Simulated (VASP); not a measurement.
InP (scanv), 2 atoms in the cell. Symmetry: F-43m, No. 216, cubic system. Conventional cell: a = 5.904 Å, b = 5.904 Å, c = 5.904 Å, α = 90.00°, β = 90.00°, γ = 90.00°. In (site symmetry -43m) has 4 P at 2.56 Å within 3.4 Å. P (site symmetry -43m) has 4 In at 2.56 Å within 3.4 Å. 

- Program: VASP 6.6.1
- Task: single point
- Functional: r2SCAN
- Dispersion: rVV10
- Potentials or basis: VASP PAW PBE potentials, release 64 (In_d, P)
- Cutoff: 520 eV
- k mesh: 6 × 6 × 6
- Occupations: gaussian, width 0.1 eV
- Spin: no spin polarisation
- Dipole correction: no
- Further INCAR settings: ALGO = Normal; EDIFF = 1e-07; NBANDS = 16

Potentials or basis: VASP PAW PBE potentials, release 64 (In_d, P).

Launch:

```sh
$ cat potpaw_PBE.64/In_d/POTCAR potpaw_PBE.64/P/POTCAR > POTCAR
$ cp INCAR.step1 INCAR
$ mpirun -np 1 vasp_std > vasp.out
$ cp INCAR.step2 INCAR
$ mpirun -np 1 vasp_std > vasp.out
```

Hardware: 1 thread of AMD EPYC 7R43 64-Core Processor (Zen 3), with other jobs on the host.

Task: How long does it take, and how much memory?

Result: Run time: 2.1 min on 1 thread of AMD EPYC 7R43 64-Core Processor (Zen 3), on a shared host, peak memory 0.28 GiB. Counts: k points 16.
